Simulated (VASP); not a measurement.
Write the native input for VASP 6.6.1 that does the following.

| Item | Value |
| --- | --- |
| Task | single point |
| Functional | LDA |
| Potentials or basis | VASP PAW LDA potentials, release 64 (Ir_sv_GW) |
| Cutoff | 560 eV |
| k mesh | 23 × 23 × 23 |
| Occupations | fermi-dirac, width 0.1 eV |
| Spin | no spin polarisation |
| Dipole correction | no |
| Further INCAR settings | ALGO = Normal; EDIFF = 1e-06; NBANDS = 14 |

The structure of Ir lies in POSCAR:

```
Ir
1.0
    0.0000000000      1.9556236705      1.9556236705
    1.9556236705      0.0000000000      1.9556236705
    1.9556236705      1.9556236705      0.0000000000
Ir
1
Direct
    0.0000000000      0.0000000000      0.0000000000
```

These files were run (other wordings do the same):

INCAR

```
PREC = Accurate ; ENCUT = 560
EDIFF = 1E-6 ; ISMEAR = -1
SIGMA = 0.1 ; LREAL = False
LASPH = True ; NELM = 120
ALGO = Normal ; ISIF = 2
LWAVE = False ; LCHARG = True
LELF = True ; LVHAR = True
NBANDS = 14 ; GGA_COMPAT = False
```

KPOINTS

```
regular mesh
0
Gamma
  23 23 23
```

Potentials or basis: VASP PAW LDA potentials, release 64 (Ir_sv_GW).

Launch:

```sh
$ cat potpaw_LDA.64/Ir_sv_GW/POTCAR > POTCAR
$ mpirun -np 1 vasp_std > vasp.out
```

Results of the run:

```yaml
Pressure: -26.2 GPa
Band_gap_on_the_k_mesh: zero (an odd number of electrons rules out a gap without spin polarisation)
```

Caveat: the cell stands under tension; spin-orbit coupling is left out, which moves the levels of the heavy elements.

It took 60 s on 1 thread of AMD EPYC 7R13 Processor (Zen 3), with other jobs on the host, peak memory 0.18 GiB.
